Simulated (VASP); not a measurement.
CrB2, 3 atoms in the cell. It takes space group P6/mmm (No. 191, hexagonal). Conventional cell: a = 2.946 Å, b = 2.946 Å, c = 2.863 Å, α = 90.00°, β = 90.00°, γ = 120.00°. Within 3.0 Å of Cr (site symmetry 6/mmm) lie 12 B at 2.22 Å and 8 Cr at 2.86 to 2.95 Å. B (site symmetry -6m2) has 3 B at 1.70 Å and 6 Cr at 2.22 Å within 2.3 Å. 

* Program: VASP 6.6.1
* Task: vibrations by perturbation theory
* Functional: LDA
* Potentials or basis: VASP PAW LDA potentials, release 64 (Cr_pv, B)
* Cutoff: 520 eV
* k mesh: 18 × 18 × 14
* Occupations: fermi-dirac, width 0.15 eV
* Spin: no spin polarisation
* Dipole correction: no
* Further INCAR settings: ALGO = Normal; EDIFF = 1e-08; NBANDS = 16; IBRION = 8; NSW = 1

Potentials or basis: VASP PAW LDA potentials, release 64 (Cr_pv, B).

The run is started by

```sh
$ cat potpaw_LDA.64/Cr_pv/POTCAR potpaw_LDA.64/B/POTCAR > POTCAR
$ mpirun -np 1 vasp_std > vasp.out
```

Hardware: 1 thread of Intel(R) Xeon(R) 6975P-C (Granite Rapids), on a shared host.

Question: How long does it take, and how much memory?

Answer: Wall time 7 min on 1 thread of Intel(R) Xeon(R) 6975P-C (Granite Rapids) (shared host), peak memory 1.1 GiB. Counts: scf iterations 71, k points 296.
